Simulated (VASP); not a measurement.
A run of VASP 6.6.1 is set up as follows.

POSCAR

```
Sb
1.0
    3.1600000000      0.0000000000      0.0000000000
    0.0000000000      3.1600000000      0.0000000000
    0.0000000000      0.0000000000      3.1600000000
Sb
1
Direct
    0.0000000000      0.0000000000      0.0000000000
```

The input INCAR.step1:

```
ALGO = Normal
EDIFF = 1E-5
ENCUT = 400
GGA = PE
GGA_COMPAT = False
ISIF = 2
ISMEAR = 0
ISPIN = 2
LASPH = True
LORBIT = 11
LREAL = False
LWAVE = True
MAGMOM = -4
NBANDS = 12
NELM = 200
PREC = Accurate
SIGMA = 0.025
```

Contents of INCAR.step2:

```
AEXX = 0.25
ALGO = Normal
EDIFF = 1E-6
ENCUT = 400
GGA = PE
GGA_COMPAT = False
ISIF = 2
ISMEAR = 0
ISPIN = 2
ISTART = 1
IVDW = 12
LASPH = True
LCHARG = True
LELF = True
LHFCALC = True
LORBIT = 11
LREAL = False
LVHAR = True
LWAVE = False
MAGMOM = -4
NBANDS = 12
NELM = 200
PREC = Accurate
PRECFOCK = Normal
SIGMA = 0.025
```

KPOINTS

```
Automatic mesh
0
Gamma
  5 5 5
  0.5 0.5 0.5
```

Potentials or basis: VASP PAW PBE potentials, release 64 (Sb).

Launch:

```sh
$ cat potpaw_PBE.64/Sb/POTCAR > POTCAR
$ cp INCAR.step1 INCAR
$ mpirun -np 1 vasp_std > vasp.out
$ cp INCAR.step2 INCAR
$ mpirun -np 1 vasp_std > vasp.out
```

(1) Estimate the dispersion energy per atom.

(2) Predict the pressure.

(3) What does it give for the net moment?

Answers

(1) -0.502 eV.

(2) -9.3 GPa.

(3) -0.01 μB per cell.

Caveat: the k points lie up to 0.40 Å⁻¹ apart; the PAW data sets were made with another functional, which shifts forces and pressure a little; pairwise dispersion overbinds metals, which lowers pressure and volume.
